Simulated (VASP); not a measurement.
Crystal: Si3C2.

```
Si C
1.0
     2.75795    0.00000    0.00000
    -1.37897    2.38845    0.00000
     0.00000    0.00000   10.22669
Si C
3 2
Direct
  0.00000 0.00000 0.76210
  0.00000 0.00000 0.23790
  0.00000 0.00000 0.50000
  0.00000 0.00000 0.93957
  0.00000 0.00000 0.06043
```

```yaml
Program: VASP 6.6.1
Task: relaxation of cell and atoms
Functional: PBE
Potentials_or_basis: VASP PAW PBE potentials, release 64 (Si, C)
Cutoff: 600 eV
k_mesh: 18 × 18 × 4
Occupations: gaussian, width 0.1 eV
Spin: no spin polarisation
```

At the start: pressure -0.0 GPa; volume 13.47 Å³/atom.

**Question.** Where does the relaxation end?

**Answer.** Over 13 steps the energy falls by 7.4 meV/atom and the volume is 13.27 Å³/atom (-1.5 %); space group P6/mmm (No. 191, to 0.1 Å) before and after.

The path:
| step | energy change (eV) | largest force (eV/Å) | pressure (GPa) | volume (Å³) |
| --- | --- | --- | --- | --- |
| 1 | 0.0000 | 0.7666 | -0.04 | 67.37 |
| 2 | 0.1271 | 4.2440 | -3.69 | 67.33 |
| 3 | -0.0049 | 0.3590 | -0.71 | 67.36 |
| 4 | -0.0206 | 0.2746 | -0.36 | 66.87 |
| 5 | -0.0356 | 0.0409 | 0.80 | 65.71 |
| 6 | -0.0358 | 0.0769 | 0.66 | 65.84 |
| 7 | -0.0358 | 0.0669 | 0.70 | 65.80 |
| 8 | -0.0354 | 0.1425 | -0.63 | 66.35 |
| 9 | -0.0365 | 0.0358 | 0.08 | 66.05 |
| 10 | -0.0363 | 0.3418 | 0.25 | 66.25 |
| 11 | -0.0367 | 0.1051 | 0.14 | 66.12 |
| 12 | -0.0369 | 0.0537 | 0.09 | 66.22 |
| 13 | -0.0370 | 0.0058 | 0.02 | 66.33 |

Final structure:
```yaml
crystal:
  lattice:
    - [2.76896, 0.00000, 0.00000]
    - [-1.38448, 2.39799, 0.00000]
    - [0.00000, 0.00000, 9.98889]
  atoms:
    - { symbol: Si, position: [0.00000, 0.00000, 0.75580] }
    - { symbol: Si, position: [0.00000, 0.00000, 0.24420] }
    - { symbol: Si, position: [0.00000, 0.00000, 0.50000] }
    - { symbol: C, position: [0.00000, 0.00000, 0.93765] }
    - { symbol: C, position: [0.00000, 0.00000, 0.06235] }
```
